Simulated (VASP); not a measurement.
# MnSb4 (P4/mmm) in VASP: single point with PBE

Aim: the single point of MnSb4 with PBE.

Everything below comes from runs of VASP 6.6.1. Logs are shortened: lines on timing, memory, paths and dates and some standing lists are left out, and cuts for length are marked.

## Step 1: The cell of the first run

Symmetry: P4/mmm, No. 123, tetragonal system. Conventional cell: a = 3.080 Å, b = 3.080 Å, c = 14.994 Å, α = 90.00°, β = 90.00°, γ = 90.00°. Sb (site symmetry 4mm) has 1 Mn at 2.70 Å and 5 Sb at 3.08 to 3.29 Å within 3.6 Å. Sb (site symmetry 4mm) has 6 Sb at 3.02 to 3.29 Å within 4.0 Å. Mn (site symmetry 4/mmm) has 2 Sb at 2.70 Å and 4 Mn at 3.08 Å within 3.6 Å.

## Step 2: Single point, PBE, collinear spin, ferromagnetic start

INCAR reads:

```
SYSTEM = MnSb4
PREC = Accurate
ENCUT = 520
EDIFF = 1E-7
ISMEAR = -1
SIGMA = 0.05
LREAL = .False.
LASPH = .True.
NELM = 150
ALGO = Normal
ISIF = 2
LWAVE = .False.
LCHARG = .False.
ISPIN = 2
MAGMOM = 0 0 0 0 4
LORBIT = 11
LMAXMIX = 4
GGA = PE
NBANDS = 28
```

KPOINTS reads:

```
Automatic mesh
0
Gamma
  9 9 2
  0 0 0
```

POSCAR reads:

```
MnSb4
1.0
    3.0805000000      0.0000000000      0.0000000000
    0.0000000000      3.0805000000      0.0000000000
    0.0000000000      0.0000000000     14.9942030000
Sb Mn
4 1
Direct
    0.0000000000      0.0000000000      0.8196820000
    0.0000000000      0.0000000000      0.6005510000
    0.0000000000      0.0000000000      0.3994490000
    0.0000000000      0.0000000000      0.1803180000
    0.0000000000      0.0000000000      0.0000000000
```

Potentials or basis: VASP PAW PBE potentials, release 64 (Sb, Mn_pv).

Launch:

```bash
cat potpaw_PBE.64/Sb/POTCAR potpaw_PBE.64/Mn_pv/POTCAR > POTCAR
mpirun -np 1 vasp_std > vasp.out
```

OUTCAR:

```text
SYSTEM = MnSb4
   PREC = Accurate
   ENCUT = 520
   EDIFF = 1E-7
   ISMEAR = -1
   LREAL = .False.
   LASPH = .True.
   NELM = 150
   ISIF = 2
   ISPIN = 2
   LORBIT = 11
   GGA = PE

 ion  position               nearest neighbor table
   1  0.000  0.000  0.820-   5 2.70   2 3.29
   2  0.000  0.000  0.601-   3 3.02   1 3.29
   3  0.000  0.000  0.399-   2 3.02   4 3.29
   4  0.000  0.000  0.180-   5 2.70   3 3.29
   5  0.000  0.000  0.000-   1 2.70   4 2.70

  LATTYP: Found a simple tetragonal cell.
 ALAT       =     3.0805000000
 C/A-ratio  =     4.8674575556

  Lattice vectors:

 A1 = (   3.0805000000,   0.0000000000,   0.0000000000)
 A2 = (   0.0000000000,   3.0805000000,   0.0000000000)
 A3 = (   0.0000000000,   0.0000000000,  14.9942030000)

Analysis of symmetry for initial positions (statically):
=====================================================================
 Subroutine PRICEL returns:
 Original cell was already a primitive cell.

 Routine SETGRP: Setting up the symmetry group for a
 simple tetragonal supercell.

 Subroutine GETGRP returns: Found 16 space group operations
 (whereof 16 operations were pure point group operations)
 out of a pool of 16 trial point group operations.

The static configuration has the point symmetry D_4h.

Analysis of symmetry for dynamics (positions and initial velocities):
=====================================================================
 Subroutine PRICEL returns:
 Original cell was already a primitive cell.

 Routine SETGRP: Setting up the symmetry group for a
 simple tetragonal supercell.

 Subroutine GETGRP returns: Found 16 space group operations
 (whereof 16 operations were pure point group operations)
 out of a pool of 16 trial point group operations.

The dynamic configuration has the point symmetry D_4h.

Analysis of structural, dynamic, and magnetic symmetry:
=====================================================================
 Subroutine PRICEL returns:
 Original cell was already a primitive cell.

 Routine SETGRP: Setting up the symmetry group for a
 simple tetragonal supercell.

 Subroutine GETGRP returns: Found 16 space group operations
 (whereof 16 operations were pure point group operations)
 out of a pool of 16 trial point group operations.

The overall configuration has the point symmetry D_4h.

 Subroutine INISYM returns: Found 16 space group operations
 (whereof 16 operations are pure point group operations),
 and found     1 'primitive' translations

----------------------------------------------------------------------------------------

                                     Primitive cell

  volume of cell :     142.2872

  direct lattice vectors                    reciprocal lattice vectors
     3.080500000  0.000000000  0.000000000     0.324622626  0.000000000  0.000000000
     0.000000000  3.080500000  0.000000000     0.000000000  0.324622626  0.000000000
     0.000000000  0.000000000 14.994203000     0.000000000  0.000000000  0.066692441

  length of vectors
     3.080500000  3.080500000 14.994203000     0.324622626  0.324622626  0.066692441

  position of ions in fractional coordinates (direct lattice)
     0.000000000  0.000000000  0.819682000
     0.000000000  0.000000000  0.600551000
     0.000000000  0.000000000  0.399449000
     0.000000000  0.000000000  0.180318000
     0.000000000  0.000000000  0.000000000

  ion indices of the primitive-cell ions
   primitive index   ion index
                 1           1
                 2           2
                 3           3
                 4           4
                 5           5

----------------------------------------------------------------------------------------

 KPOINTS: Automatic mesh

Automatic generation of k-mesh.
 Grid dimensions read from file:
 generate k-points for:    9    9    2

 Generating k-lattice:

  Cartesian coordinates                     Fractional coordinates (reciprocal lattice)
     0.036069181  0.000000000  0.000000000     0.111111111  0.000000000  0.000000000
     0.000000000  0.036069181  0.000000000     0.000000000  0.111111111  0.000000000
     0.000000000  0.000000000  0.033346221     0.000000000  0.000000000  0.500000000

  Length of vectors
     0.036069181  0.036069181  0.033346221

  Shift w.r.t. Gamma in fractional coordinates (k-lattice)
     0.000000000  0.000000000  0.000000000

 Subroutine IBZKPT returns following result:
 ===========================================

 Found     30 irreducible k-points:

 Following reciprocal coordinates:
            Coordinates               Weight
  0.000000  0.000000  0.000000      1.000000
  0.111111  0.000000  0.000000      4.000000
  0.222222  0.000000  0.000000      4.000000
  0.333333  0.000000  0.000000      4.000000
  0.444444  0.000000  0.000000      4.000000
  0.111111  0.111111  0.000000      4.000000
[... 16 lines left out ...]
  0.333333  0.111111  0.500000      8.000000
  0.444444  0.111111  0.500000      8.000000
 [... further k-points ...]
   k-points           NKPTS =     30   k-points in BZ     NKDIM =     30   number of bands    NBANDS=     28
   number of dos      NEDOS =    301   number of ions     NIONS =      5
   total plane-waves  NPLWV =  64512
   dimension x,y,z NGX =    24 NGY =   24 NGZ =  112
   dimension x,y,z NGXF=    48 NGYF=   48 NGZF=  224
   ions per type =               4   1
   NGX,Y,Z   is equivalent  to a cutoff of  12.95, 12.95, 12.42 a.u.
   NGXF,Y,Z  is equivalent  to a cutoff of  25.90, 25.90, 24.84 a.u.
 SYSTEM =  MnSb4
   PREC   = accura    normal or accurate (medium, high low for compatibility)
   ISTART =      0    job   : 0-new  1-cont  2-samecut
   ICHARG =      2    charge: 1-file 2-atom 10-const
   ISPIN  =      2    spin polarized calculation?
   LNONCOLLINEAR =      F non collinear calculations
   LSORBIT =      F    spin-orbit coupling
   LASPH  =      T    aspherical Exc in radial PAW
   ENCUT  =  520.0 eV  38.22 Ry    6.18 a.u.   5.73  5.73 27.88*2*pi/ulx,y,z
   NELM   =    150;   NELMIN=  2; NELMDL= -5     # of ELM steps
   EDIFF  = 0.1E-06   stopping-criterion for ELM
   LREAL  =      F    real-space projection
   EDIFFG = 0.1E-05   stopping-criterion for IOM
   NSW    =      0    number of steps for IOM
   IBRION =     -1    ionic relax: 0-MD 1-quasi-New 2-CG
   NFREE  =      0    steps in history (QN), initial steepest desc. (CG)
   ISIF   =      2    stress and relaxation
   ISYM   =      2    0-nonsym 1-usesym 2-fastsym
   POTIM  = 0.5000    time-step for ionic-motion
   TEBEG  =    0.0;   TEEND  =   0.0 temperature during run
   PSTRESS=    0.0 pullay stress
   NELECT =      33.0000    total number of electrons
   NUPDOWN=      -1.0000    fix difference up-down
   EMIN   =  10.00;   EMAX   =-10.00  energy-range for DOS
   EFERMI =   0.00;   METHOD = LEGACY
   ISMEAR =    -1;   SIGMA  =   0.05  broadening in eV -4-tet -1-fermi 0-gaus
   EFERMI_NEDOS =   21; number of points for ismear=-14 and -15
   IALGO  =     38    algorithm
   IMIX   =      4    mixing-type and parameters
     AMIX     =   0.40;   BMIX     =  1.00
     AMIX_MAG =   1.60;   BMIX_MAG =  1.00
  volume/ion in A,a.u.               =      28.46       192.04
  Fermi-wavevector in a.u.,A,eV,Ry     =   1.005829  1.900741 13.764908  1.011692
  Thomas-Fermi vector in A             =   2.138533
   LORBIT       =     11    0 simple, 1 ext, 2 COOP (PROOUT), +10 PAW based schemes
   GGA     = PE    functional components
   LHFCALC =     F    Hartree Fock is set to
   AEXX    =    0.0000 exact exchange contribution
   IVDW    =     0    specifies the selected vdW correction
   LEPSILON=     F    determine dielectric tensor
   LRPA    =     F    only Hartree local field effects (RPA)
 spin polarized calculation
  energy-cutoff  :      520.00
  volume of cell :      142.29
 maximum number of plane-waves:      3866
 NGX is ok and might be reduce to    24
   NGX = 11   NGY = 11   NGZ = 55

 number of electron      33.0000001 magnetization       3.9726594

 Free energy of the ion-electron system (eV)
  ---------------------------------------------------
  ext. energy  EPLUGINS =         0.00000000
  ---------------------------------------------------
  free energy    TOTEN  =       -23.93570311 eV

  energy without entropy =      -23.90863871  energy(sigma->0) =      -23.92217091

 E-fermi :   6.5679     XC(G=0):  -9.6398

 val. band max:        6.5590193446   @ k =   0.2222   0.1111   0.0000
 cond. band min:       6.5729513065   @ k =   0.4444   0.1111   0.5000
 fundamental gap:      0.0139319619
 Fermi energy:         6.5678931691

 spin component 1

 k-point     1 :       0.0000    0.0000    0.0000
  band No.  band energies     occupation
      1     -43.4205      1.00000
      2     -43.4205      1.00000
      3     -43.2359      1.00000
      4      -5.7254      1.00000
      5      -5.0143      1.00000
      6      -4.7439      1.00000
[... 20 lines left out ...]
     27      13.7044      0.00000
[... 691 lines left out ...]
      6      -2.0401      1.00000
[... 20 lines left out ...]
     27      12.0117      0.00000
     28      12.4004      0.00000

 [... further k-points ...]

 spin component 2

 k-point     1 :       0.0000    0.0000    0.0000
  band No.  band energies     occupation
      1     -39.4145      1.00000
      2     -39.2987      1.00000
      3     -39.2987      1.00000
      4      -5.7260      1.00000
      5      -5.0375      1.00000
      6      -4.7528      1.00000
[... 20 lines left out ...]
     27      13.7087      0.00000
[... 691 lines left out ...]
      6      -2.0723      1.00000
[... 20 lines left out ...]
     27      12.0866      0.00000
     28      13.0371      0.00000

 [... further k-points ...]

------------------------ aborting loop because EDIFF is reached ----------------------------------------

  FORCE on cell =-STRESS in cart. coord.  units (eV):
  Direction    XX          YY          ZZ          XY          YZ          ZX
  --------------------------------------------------------------------------------------
  -------------------------------------------------------------------------------------
  Total        0.0589681      0.0589681     -1.2191953      0.0000000     -0.0000000      0.0000000
  in kB        0.6639911      0.6639911    -13.7283412      0.0000000     -0.0000000      0.0000000
  external PRESSURE =      -4.1334530 kB  Pullay stress =       0.0000000 kB

 VOLUME and BASIS-vectors are now :
 -----------------------------------------------------------------------------
  energy-cutoff  :      520.00
  volume of cell :      142.29
      direct lattice vectors                 reciprocal lattice vectors
     3.080500000  0.000000000  0.000000000     0.324622626  0.000000000  0.000000000
     0.000000000  3.080500000  0.000000000     0.000000000  0.324622626  0.000000000
     0.000000000  0.000000000 14.994203000     0.000000000  0.000000000  0.066692441

 POSITION                                       TOTAL-FORCE (eV/Angst)
 -----------------------------------------------------------------------------------
      0.00000      0.00000     12.29048        -0.000000      0.000000     -0.035712
      0.00000      0.00000      9.00478         0.000000     -0.000000     -0.026460
      0.00000      0.00000      5.98942        -0.000000      0.000000      0.026460
      0.00000      0.00000      2.70372         0.000000     -0.000000      0.035712
      0.00000      0.00000      0.00000         0.000000     -0.000000     -0.000000
 -----------------------------------------------------------------------------------
    total drift:                                0.000000     -0.000000     -0.000000

  FREE ENERGIE OF THE ION-ELECTRON SYSTEM (eV)
  ---------------------------------------------------
  free  energy   TOTEN  =       -23.9357031119 eV

  energy  without entropy=      -23.9086387094  energy(sigma->0) =      -23.92217091

 total charge

# of ion       s       p       d       tot
------------------------------------------
    1        1.201   1.159   0.036   2.396
    2        1.215   1.117   0.037   2.369
    3        1.215   1.117   0.037   2.369
    4        1.201   1.159   0.036   2.396
    5        0.306   6.126   4.962  11.394
--------------------------------------------------
tot          5.138  10.679   5.108  20.924

 magnetization (x)

# of ion       s       p       d       tot
------------------------------------------
    1       -0.001  -0.035   0.001  -0.035
    2       -0.002   0.004  -0.000   0.002
    3       -0.002   0.004  -0.000   0.002
    4       -0.001  -0.035   0.001  -0.035
    5        0.034   0.025   3.761   3.819
--------------------------------------------------
tot          0.028  -0.037   3.762   3.753
```

It took 4.2 min on 1 thread of AMD EPYC 7R43 (Zen 3), shared host; peak memory 0.37 GiB.

Results:

| Property | Result |
| --- | --- |
| Free energy | -23.9357 eV |
| Pressure | -0.4 GPa |
| Largest force | 0.036 eV/Å |
| Net moment | 3.97 μB per cell |
| Site moments | Sb -0.04, +0.00 (each value once); Mn +3.82 μB |
| Valence electrons inside the program's atomic spheres | Sb 2.40, 2.37 (each value once); Mn 11.39 |

Forces in eV/Å, atoms in the order of the input:
```
Sb   0.000  0.000 -0.036
Sb   0.000  0.000 -0.026
Sb   0.000  0.000  0.026
Sb   0.000  0.000  0.036
Mn   0.000  0.000  0.000
```

Caveat: spin-orbit coupling is left out, which moves the levels of the heavy elements; a cell with one magnetic atom can't hold antiferromagnetic order, which such compounds often take.
